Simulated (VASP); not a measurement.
Set up this calculation in VASP 6.6.1, as the native input.

| Property | Result |
| --- | --- |
| Task | single point |
| Functional | PBE |
| Potentials or basis | VASP PAW PBE potentials, release 64 (Re_sv_GW, P) |
| Cutoff | 560 eV |
| k mesh | 6 × 6 × 4 |
| Occupations | gaussian, width 0.1 eV |
| Spin | no spin polarisation |
| Dipole correction | no |
| Further INCAR settings | ALGO = Normal; EDIFF = 1e-06; NBANDS = 20 |

The structure of ReP2 lies in POSCAR:

```
ReP2
1.0
    2.9723298100      0.0000000000      0.0000000000
    0.0000000000      2.9723298100      0.0000000000
    0.0000000000      0.0000000000      5.6629441700
Re P
1 2
Direct
    0.0000000000      0.0000000000      0.0000000000
    0.5000000000      0.5000000000      0.7286017500
    0.5000000000      0.5000000000      0.2713982500
```

The cell was generated, and may not be a known phase.

These files were run (other wordings do the same):

INCAR

```
SYSTEM = ReP2
PREC = Accurate ; ENCUT = 560
EDIFF = 1E-6 ; ISMEAR = 0
SIGMA = 0.1 ; LREAL = .FALSE.
LASPH = .TRUE. ; NELM = 120
ALGO = Normal ; ISIF = 2
LWAVE = .FALSE. ; LCHARG = .FALSE.
GGA = PE ; NBANDS = 20
GGA_COMPAT = .FALSE.
```

KPOINTS

```
regular mesh
0
G
  6 6 4
  0 0 0
```

Potentials or basis: VASP PAW PBE potentials, release 64 (Re_sv_GW, P).

Run with:

```bash
$ cat potpaw_PBE.64/Re_sv_GW/POTCAR potpaw_PBE.64/P/POTCAR > POTCAR
$ mpirun -np 1 vasp_std > vasp.out
```

It gave:

* Pressure: -9.7 GPa
* Largest force: 2.207 eV/Å
* Band gap on the k mesh: zero (an odd number of electrons rules out a gap without spin polarisation)

Caveat: the stress differs along the axes, from -17 to -6 GPa; spin-orbit coupling is left out, which moves the levels of the heavy elements; forces of over 1 eV/Å act on the atoms, so gaps and moduli don't describe the material at rest.

It took 17 s on 1 thread of AMD EPYC 9R45 96-Core Processor (Zen 5), on a shared host, peak memory 0.16 GiB.
